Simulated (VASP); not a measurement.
## Sc2B3: single point with PBE

Crystal: Sc2B3.

```
Sc B
1.0
     3.84630    0.00000    0.00000
    -1.92315    3.33099    0.00000
     0.00000    0.00000    4.38413
Sc B
2 3
Direct
  0.33333 0.66667 0.14871
  0.00000 0.00000 0.46535
  0.84909 0.15091 0.95695
  0.84909 0.69819 0.95695
  0.30181 0.15091 0.95695
```

| Property | Result |
| --- | --- |
| Program | VASP 6.6.1 |
| Task | single point |
| Functional | PBE |
| Potentials or basis | VASP PAW PBE potentials, release 64 (Sc_sv, B) |
| Cutoff | 520 eV |
| k mesh | 6 × 6 × 4 |
| Occupations | gaussian, width 0.1 eV |
| Spin | no spin polarisation |
| Dipole correction | no |
| Further INCAR settings | ALGO = Normal; EDIFF = 1e-07; NBANDS = 24 |

```json
{
  "Pressure": "38.0 GPa",
  "Largest force": "3.164 eV/Å"
}
```

Forces on the atoms (eV/Å):
```
Sc   0.000  0.000  3.164
Sc   0.000  0.000  0.737
B   -0.892  0.515 -1.300
B    0.000 -1.030 -1.300
B    0.892  0.515 -1.300
```

Stress tensor (GPa, compression positive):
```
37.81  0.00  0.00
 0.00 37.81  0.00
 0.00  0.00 38.25
```

Levels at points of the mesh, in eV from the Fermi level:
```tsv
k point	band 14	band 15	band 16	band 17	band 18	band 19
(0.00, 0.00, 0.00)	-2.21	-2.21	-0.98	0.33	0.33	1.30
(0.50, 0.00, 0.00)	-1.83	-0.23	-0.02	0.65	1.14	2.31
(0.00, 0.00, 0.50)	-2.13	-2.13	-1.12	0.68	0.68	3.31
(0.50, 0.00, 0.50)	-2.43	-0.05	0.22	1.47	2.03	2.32
```

It took 79 s on 1 thread of Oxide Virtual Turin-like Processor (shared host), peak memory 0.15 GiB.

Caveat: forces of over 1 eV/Å act on the atoms, so gaps and moduli don't describe the material at rest.
